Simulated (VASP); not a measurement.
# SnO (P6_3mc) in VASP: settings compared

Aim: see how the results for SnO move with the level of theory and the settings. Levels: PBEsol, PBE. Tasks: single point.

Everything below comes from runs of VASP 6.6.1. Logs are shortened: lines on timing, memory, paths and dates and some standing lists are left out, and cuts for length are marked.

## 1. The cell of the first run

It takes space group P6_3mc (No. 186, hexagonal). The conventional cell has a = 3.290 Å, b = 3.290 Å, c = 8.516 Å, α = 90.00°, β = 90.00°, γ = 120.00°. Within 2.9 Å of Sn (site symmetry 3m) lie 3 O at 2.18 Å. O (site symmetry 3m) has 3 Sn at 2.18 Å within 2.9 Å.

## 2. Single point, PBEsol

Contents of INCAR:

```
SYSTEM = SnO
ALGO = Normal
EDIFF = 1E-7
ENCUT = 520
GGA = PS
ISIF = 2
ISMEAR = -1
LASPH = .TRUE.
LCHARG = .FALSE.
LREAL = .FALSE.
LWAVE = .FALSE.
NBANDS = 28
NELM = 60
PREC = Accurate
SIGMA = 0.02
```

Contents of KPOINTS:

```
k-points
0
G
  12 12 4
  0 0 0
```

Contents of POSCAR:

```
SnO
1.0
    3.2901885735      0.0000000000      0.0000000000
   -1.6450942868      2.8493868879      0.0000000000
    0.0000000000      0.0000000000      8.5160975896
Sn O
2 2
Direct
    0.3333333333      0.6666666667      0.0002559890
    0.6666666667      0.3333333333      0.5002559890
    0.3333333333      0.6666666667      0.3747440110
    0.6666666667      0.3333333333      0.8747440110
```

Potentials or basis: VASP PAW PBE potentials, release 64 (Sn_d, O).

Started as:

```sh
$ cat potpaw_PBE.64/Sn_d/POTCAR potpaw_PBE.64/O/POTCAR > POTCAR
$ mpirun -np 1 vasp_std > vasp.out
```

OUTCAR:

```text
SYSTEM = SnO
   EDIFF = 1E-7
   ENCUT = 520
   GGA = PS
   ISIF = 2
   ISMEAR = -1
   LASPH = .TRUE.
   LREAL = .FALSE.
   NELM = 60
   PREC = Accurate

 ion  position               nearest neighbor table
   1  0.333  0.667  0.000-   4 2.18   4 2.18   4 2.18
   2  0.667  0.333  0.500-   3 2.18   3 2.18   3 2.18
   3  0.333  0.667  0.375-   2 2.18   2 2.18   2 2.18
   4  0.667  0.333  0.875-   1 2.18   1 2.18   1 2.18

  LATTYP: Found a hexagonal cell.
 ALAT       =     3.2901885735
 C/A-ratio  =     2.5883311547

  Lattice vectors:

 A1 = (   3.2901885735,   0.0000000000,   0.0000000000)
 A2 = (  -1.6450942868,   2.8493868879,   0.0000000000)
 A3 = (   0.0000000000,   0.0000000000,   8.5160975896)

Analysis of symmetry for initial positions (statically):
=====================================================================
 Subroutine PRICEL returns:
 Original cell was already a primitive cell.

 Routine SETGRP: Setting up the symmetry group for a
 hexagonal supercell.

 Subroutine GETGRP returns: Found 12 space group operations
 (whereof  6 operations were pure point group operations)
 out of a pool of 24 trial point group operations.

The static configuration has the point symmetry C_3v.
 The point group associated with its full space group is C_6v.

Analysis of symmetry for dynamics (positions and initial velocities):
=====================================================================
 Subroutine PRICEL returns:
 Original cell was already a primitive cell.

 Routine SETGRP: Setting up the symmetry group for a
 hexagonal supercell.

 Subroutine GETGRP returns: Found 12 space group operations
 (whereof  6 operations were pure point group operations)
 out of a pool of 24 trial point group operations.

The dynamic configuration has the point symmetry C_3v.
 The point group associated with its full space group is C_6v.

 Subroutine INISYM returns: Found 12 space group operations
 (whereof  6 operations are pure point group operations),
 and found     1 'primitive' translations

----------------------------------------------------------------------------------------

                                     Primitive cell

  volume of cell :      79.8386

  direct lattice vectors                    reciprocal lattice vectors
     3.290188574  0.000000000  0.000000000     0.303933947  0.175476346  0.000000000
    -1.645094287  2.849386888  0.000000000     0.000000000  0.350952692  0.000000000
     0.000000000  0.000000000  8.516097590     0.000000000  0.000000000  0.117424676

  length of vectors
     3.290188574  3.290188574  8.516097590     0.350952692  0.350952692  0.117424676

  position of ions in fractional coordinates (direct lattice)
     0.333333333  0.666666667  0.000255989
     0.666666667  0.333333333  0.500255989
     0.333333333  0.666666667  0.374744011
     0.666666667  0.333333333  0.874744011

  ion indices of the primitive-cell ions
   primitive index   ion index
                 1           1
                 2           2
                 3           3
                 4           4

----------------------------------------------------------------------------------------

 KPOINTS: k-points

Automatic generation of k-mesh.
 Grid dimensions read from file:
 generate k-points for:   12   12    4

 Generating k-lattice:

  Cartesian coordinates                     Fractional coordinates (reciprocal lattice)
     0.025327829  0.014623029  0.000000000     0.083333333 -0.000000000  0.000000000
     0.000000000  0.029246058  0.000000000     0.000000000  0.083333333  0.000000000
     0.000000000  0.000000000  0.029356169     0.000000000  0.000000000  0.250000000

  Length of vectors
     0.029246058  0.029246058  0.029356169

  Shift w.r.t. Gamma in fractional coordinates (k-lattice)
     0.000000000  0.000000000  0.000000000

 Subroutine IBZKPT returns following result:
 ===========================================

 Found     57 irreducible k-points:

 Following reciprocal coordinates:
            Coordinates               Weight
  0.000000  0.000000  0.000000      1.000000
  0.083333  0.000000  0.000000      6.000000
  0.166667 -0.000000  0.000000      6.000000
  0.250000  0.000000  0.000000      6.000000
  0.333333  0.000000  0.000000      6.000000
  0.416667 -0.000000  0.000000      6.000000
[... 16 lines left out ...]
  0.250000  0.000000  0.250000     12.000000
  0.333333  0.000000  0.250000     12.000000
 [... further k-points ...]
   k-points           NKPTS =     57   k-points in BZ     NKDIM =     57   number of bands    NBANDS=     28
   number of dos      NEDOS =    301   number of ions     NIONS =      4
   total plane-waves  NPLWV =  36864
   dimension x,y,z NGX =    24 NGY =   24 NGZ =   64
   dimension x,y,z NGXF=    48 NGYF=   48 NGZF=  128
   ions per type =               2   2
   NGX,Y,Z   is equivalent  to a cutoff of  12.13, 12.13, 12.49 a.u.
   NGXF,Y,Z  is equivalent  to a cutoff of  24.25, 24.25, 24.99 a.u.
 SYSTEM =  SnO
   PREC   = accura    normal or accurate (medium, high low for compatibility)
   ISTART =      0    job   : 0-new  1-cont  2-samecut
   ICHARG =      2    charge: 1-file 2-atom 10-const
   ISPIN  =      1    spin polarized calculation?
   LNONCOLLINEAR =      F non collinear calculations
   LSORBIT =      F    spin-orbit coupling
   LASPH  =      T    aspherical Exc in radial PAW
   ENCUT  =  520.0 eV  38.22 Ry    6.18 a.u.   6.12  6.12 15.83*2*pi/ulx,y,z
   NELM   =     60;   NELMIN=  2; NELMDL= -5     # of ELM steps
   EDIFF  = 0.1E-06   stopping-criterion for ELM
   LREAL  =      F    real-space projection
   EDIFFG = 0.1E-05   stopping-criterion for IOM
   NSW    =      0    number of steps for IOM
   IBRION =     -1    ionic relax: 0-MD 1-quasi-New 2-CG
   NFREE  =      0    steps in history (QN), initial steepest desc. (CG)
   ISIF   =      2    stress and relaxation
   ISYM   =      2    0-nonsym 1-usesym 2-fastsym
   POTIM  = 0.5000    time-step for ionic-motion
   TEBEG  =    0.0;   TEEND  =   0.0 temperature during run
   PSTRESS=    0.0 pullay stress
   NELECT =      40.0000    total number of electrons
   NUPDOWN=      -1.0000    fix difference up-down
   EMIN   =  10.00;   EMAX   =-10.00  energy-range for DOS
   EFERMI =   0.00;   METHOD = LEGACY
   ISMEAR =    -1;   SIGMA  =   0.02  broadening in eV -4-tet -1-fermi 0-gaus
   EFERMI_NEDOS =   21; number of points for ismear=-14 and -15
   IALGO  =     38    algorithm
   IMIX   =      4    mixing-type and parameters
     AMIX     =   0.40;   BMIX     =  1.00
     AMIX_MAG =   1.60;   BMIX_MAG =  1.00
  volume/ion in A,a.u.               =      19.96       134.69
  Fermi-wavevector in a.u.,A,eV,Ry     =   1.300241  2.457099 23.002375  1.690627
  Thomas-Fermi vector in A             =   2.431453
   LORBIT       =      0    0 simple, 1 ext, 2 COOP (PROOUT), +10 PAW based schemes
   GGA     = PS    functional components
   LHFCALC =     F    Hartree Fock is set to
   AEXX    =    0.0000 exact exchange contribution
   IVDW    =     0    specifies the selected vdW correction
   LEPSILON=     F    determine dielectric tensor
   LRPA    =     F    only Hartree local field effects (RPA)
 non-spin polarized calculation
  energy-cutoff  :      520.00
  volume of cell :       79.84
 maximum number of plane-waves:      2172
   NGX = 13   NGY = 13   NGZ = 31

 number of electron      40.0000021 magnetization

 Free energy of the ion-electron system (eV)
  ---------------------------------------------------
  ext. energy  EPLUGINS =         0.00000000
  ---------------------------------------------------
  free energy    TOTEN  =       -22.79137530 eV

  energy without entropy =      -22.79137530  energy(sigma->0) =      -22.79137530

 E-fermi :   5.1232     XC(G=0):  -9.7057

 val. band max:        4.7242972717   @ k =   0.3333   0.2500   0.0000
 cond. band min:       5.8360585475   @ k =   0.5000   0.0000   0.0000
 fundamental gap:      1.1117612759
 Fermi energy:         5.1232167564

 k-point     1 :       0.0000    0.0000    0.0000
  band No.  band energies     occupation
      1     -16.1779      2.00000
      2     -16.1779      2.00000
      3     -16.1776      2.00000
      4     -16.1776      2.00000
      5     -16.1726      2.00000
      6     -16.1633      2.00000
[... 20 lines left out ...]
     27      13.3611      0.00000
     28      16.5819      0.00000

 k-point     2 :       0.0833    0.0000    0.0000
  band No.  band energies     occupation
      1     -16.2252      2.00000
      2     -16.2190      2.00000
      3     -16.1649      2.00000
      4     -16.1646      2.00000
      5     -16.1382      2.00000
      6     -16.1351      2.00000
[... 20 lines left out ...]
     27      13.2517      0.00000
     28      16.5877      0.00000

 k-point     3 :       0.1667   -0.0000    0.0000
  band No.  band energies     occupation
      1     -16.3020      2.00000
      2     -16.2948      2.00000
      3     -16.1296      2.00000
      4     -16.1293      2.00000
      5     -16.1046      2.00000
      6     -16.1010      2.00000
[... 20 lines left out ...]
     27      12.9716      0.00000
     28      15.7160      0.00000

 k-point     4 :       0.2500    0.0000    0.0000
  band No.  band energies     occupation
      1     -16.3963      2.00000
      2     -16.3900      2.00000
      3     -16.0988      2.00000
      4     -16.0943      2.00000
      5     -16.0829      2.00000
      6     -16.0824      2.00000
[... 578 lines left out ...]
     27      13.3633      0.00000
     28      15.5454      0.00000

 k-point    23 :       0.2500    0.0000    0.2500
  band No.  band energies     occupation
      1     -16.3954      2.00000
      2     -16.3909      2.00000
      3     -16.0982      2.00000
      4     -16.0951      2.00000
      5     -16.0829      2.00000
      6     -16.0825      2.00000
[... 20 lines left out ...]
     27      13.2939      0.00000
     28      14.6922      0.00000

 k-point    24 :       0.3333    0.0000    0.2500
  band No.  band energies     occupation
      1     -16.4831      2.00000
      2     -16.4798      2.00000
      3     -16.1179      2.00000
      4     -16.1153      2.00000
      5     -16.0464      2.00000
      6     -16.0452      2.00000
[... 20 lines left out ...]
     27      12.9523      0.00000
     28      13.9224      0.00000

 [... further k-points ...]

------------------------ aborting loop because EDIFF is reached ----------------------------------------

  FORCE on cell =-STRESS in cart. coord.  units (eV):
  Direction    XX          YY          ZZ          XY          YZ          ZX
  --------------------------------------------------------------------------------------
  -------------------------------------------------------------------------------------
  Total        0.1242850      0.1242850      0.0300214     -0.0000000      0.0000000      0.0000000
  in kB        2.4941140      2.4941140      0.6024608     -0.0000000      0.0000000      0.0000000
  external PRESSURE =       1.8635629 kB  Pullay stress =       0.0000000 kB

 VOLUME and BASIS-vectors are now :
 -----------------------------------------------------------------------------
  energy-cutoff  :      520.00
  volume of cell :       79.84
      direct lattice vectors                 reciprocal lattice vectors
     3.290188574  0.000000000  0.000000000     0.303933947  0.175476346  0.000000000
    -1.645094287  2.849386888  0.000000000     0.000000000  0.350952692  0.000000000
     0.000000000  0.000000000  8.516097590     0.000000000  0.000000000  0.117424676

 POSITION                                       TOTAL-FORCE (eV/Angst)
 -----------------------------------------------------------------------------------
     -0.00000      1.89959      0.00218        -0.000000      0.000000      0.066945
      1.64509      0.94980      4.26023        -0.000000     -0.000000      0.066945
     -0.00000      1.89959      3.19136        -0.000000     -0.000000     -0.066945
      1.64509      0.94980      7.44941         0.000000      0.000000     -0.066945
 -----------------------------------------------------------------------------------
    total drift:                                0.000000      0.000001     -0.000075

  FREE ENERGIE OF THE ION-ELECTRON SYSTEM (eV)
  ---------------------------------------------------
  free  energy   TOTEN  =       -22.7913752988 eV

  energy  without entropy=      -22.7913752987  energy(sigma->0) =      -22.79137530
```

Wall time 68 s (1 thread of AMD EPYC 9R45 (Zen 5), shared host); peak memory 0.21 GiB.

Results:

| Property | Result |
| --- | --- |
| Free energy | -22.7914 eV |
| Pressure | 0.2 GPa |
| Largest force | 0.067 eV/Å |
| Band gap on the k mesh | 1.11 eV (least direct gap 1.30 eV) |

Forces on the atoms (eV/Å):
```
Sn   0.000  0.000  0.067
Sn   0.000  0.000  0.067
O    0.000  0.000 -0.067
O    0.000  0.000 -0.067
```

Levels at points of the mesh, in eV from the valence-band top:
```
           k point  band 17  band 18  band 19  band 20  band 21  band 22  band 23  band 24
(0.00, 0.00, 0.00)    -2.68    -2.68    -2.62    -0.91     1.27     2.92     8.17     8.47
(0.50, 0.00, 0.00)    -3.54    -3.45    -1.07    -0.19     1.11     1.39     5.27     6.19
(0.00, 0.00, 0.50)    -2.70    -2.70    -1.83    -1.83     2.14     2.14     8.55     8.55
(0.50, 0.00, 0.50)    -3.49    -3.49    -0.79    -0.79     1.45     1.45     5.64     5.64
```

Caveat: the PAW data sets were made with another functional, which shifts forces and pressure a little; spin-orbit coupling is left out, which moves the levels of the heavy elements. A k mesh can miss the band edges.

## 3. Single point, PBE

This run uses another cell than the first one, of 21.71 Å³/atom.

Contents of INCAR:

```
SYSTEM = SnO
  PREC = Accurate
  ENCUT = 520
  EDIFF = 1E-6
  ISMEAR = -1
  SIGMA = 0.02
  LREAL = .False.
  LASPH = .True.
  NELM = 60
  ALGO = Normal
  ISIF = 2
  LWAVE = .False.
  LCHARG = .False.
  GGA = PE
  NBANDS = 28
```

Contents of KPOINTS:

```
regular mesh
0
Gamma
  12 12 4
  0 0 0
```

Contents of POSCAR:

```
SnO
1.0
    3.2981563320      0.0000000000      0.0000000000
   -1.6490781660      2.8562871691      0.0000000000
    0.0000000000      0.0000000000      9.2163701104
Sn O
2 2
Direct
    0.3333333333      0.6666666667     -0.0066374682
    0.6666666667      0.3333333333      0.4933625318
    0.3333333333      0.6666666667      0.3816374682
    0.6666666667      0.3333333333      0.8816374682
```

Potentials or basis: VASP PAW PBE potentials, release 64 (Sn_d, O).

Started as:

```sh
$ cat potpaw_PBE.64/Sn_d/POTCAR potpaw_PBE.64/O/POTCAR > POTCAR
$ mpirun -np 1 vasp_std > vasp.out
```

Run time: 95 s. Hardware: 1 thread of AMD EPYC 9R45 (Zen 5), shared host; peak memory 0.25 GiB.

The run converged. Its results:

| Property | Result |
| --- | --- |
| Free energy | -21.4186 eV |
| Pressure | 3.3 GPa |
| Largest force | 0.508 eV/Å |
| Band gap on the k mesh | 1.39 eV (least direct gap 1.66 eV) |

Forces in eV/Å, atoms in the order of the input:
```
Sn   0.000  0.000  0.508
Sn   0.000  0.000  0.508
O    0.000  0.000 -0.508
O    0.000  0.000 -0.508
```

Stress tensor (GPa, compression positive):
```
3.96 0.00 0.00
0.00 3.96 0.00
0.00 0.00 2.10
```

Levels at points of the mesh, in eV from the valence-band top:
| k point | band 16 | band 17 | band 18 | band 19 | band 20 | band 21 | band 22 | band 23 | band 24 | band 25 |
| --- | --- | --- | --- | --- | --- | --- | --- | --- | --- | --- |
| (0.00, 0.00, 0.00) | -2.68 | -2.67 | -2.67 | -2.16 | -1.05 | 1.39 | 2.66 | 7.57 | 8.62 | 8.62 |
| (0.50, 0.00, 0.00) | -3.66 | -3.49 | -3.46 | -0.77 | -0.24 | 1.41 | 1.57 | 5.43 | 6.14 | 7.36 |
| (0.00, 0.00, 0.50) | -2.67 | -2.67 | -2.67 | -1.65 | -1.65 | 2.04 | 2.04 | 8.66 | 8.66 | 8.66 |
| (0.50, 0.00, 0.50) | -3.80 | -3.48 | -3.48 | -0.57 | -0.57 | 1.57 | 1.57 | 5.74 | 5.74 | 7.48 |

Caveat: the cell stands under pressure; spin-orbit coupling is left out, which moves the levels of the heavy elements.
